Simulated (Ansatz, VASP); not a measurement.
## Two plane-wave programs on Ir

Contents of POSCAR:

```
Ir
1.0
    0.0000000000      1.9197000000      2.0732760000
    1.9197000000      0.0000000000      2.0732760000
    1.9197000000      1.9197000000      0.0000000000
Ir
1
Direct
    0.0000000000      0.0000000000      0.0000000000
```

File INCAR.step1:

```
SYSTEM = Ir
  PREC = Accurate
  ENCUT = 520
  ISMEAR = 0
  SIGMA = 0.15
  LREAL = .False.
  LASPH = .True.
  NELM = 80
  NBANDS = 10
  GGA = PE
  ALGO = Normal
  EDIFF = 1E-4
  LWAVE = .True.
  LCHARG = .False.
```

Contents of INCAR.step2:

```
SYSTEM = Ir
  PREC = Accurate
  ENCUT = 520
  EDIFF = 1E-6
  ISMEAR = 0
  SIGMA = 0.15
  LREAL = .False.
  LASPH = .True.
  NELM = 80
  ALGO = Normal
  ISIF = 2
  LWAVE = .False.
  LCHARG = .False.
  METAGGA = R2SCAN
  LMIXTAU = .True.
  NBANDS = 10
  ISTART = 1
```

File KPOINTS:

```
Automatic mesh
0
Gamma
  22 22 22
  0 0 0
```

Input for Ansatz:

```yaml
crystal:
  lattice:
    - [0.0, 1.9197, 2.073276]
    - [1.9197, 0.0, 2.073276]
    - [1.9197, 1.9197, 0.0]
  atoms:
    - { symbol: Ir, position: [0.0, 0.0, 0.0] }
basis:
  ecutwfc: 500
kpoints:
  mp_grid: { grid: [22, 22, 22] }
hamiltonian:
  xc: r2scan
scf:
  occupations: { method: gaussian, width: 0.15 }
output:
  forces: true
  stress: true
  eigenvalues: true
  write_density: true
  write_potential: true
  elf: true
  volumetric_format: npy
```

Change from the starting cell: strain +0.000 along x and y, +0.080 along z, atoms carried along.

Alike in both runs: task single point; functional r2SCAN; k mesh 22 × 22 × 22; occupations gaussian, width 0.15 eV; no spin polarisation.

```csv
,VASP,Ansatz
version,VASP 6.6.1,Ansatz 0.2.0
potentials or method,"VASP PAW PBE potentials, release 64 (Ir), cutoff 520 eV","scalar-relativistic, plane waves, PAW"
valence electrons in the cell,9,17
```

VASP gave:

| Quantity | Value |
| --- | --- |
| gap on the k mesh at the Fermi level (eV) | none |
| pressure (GPa) | -19.8 |
| traceless stress, the component that is largest in VASP (GPa) | -15.99 |

Which values does Ansatz return?

gap on the k mesh at the Fermi level (eV): none; pressure (GPa): -21.5; traceless stress, the component that is largest in VASP (GPa): -15.98.

VASP's potentials were made for PBE, not for r2SCAN. A gap of «none» marks a metal or a gap that the smearing closes. VASP's potentials hold 9 valence electrons a cell and Ansatz's 17, so a difference there can come from the potentials and not from the codes.

Spin-orbit coupling is off throughout.
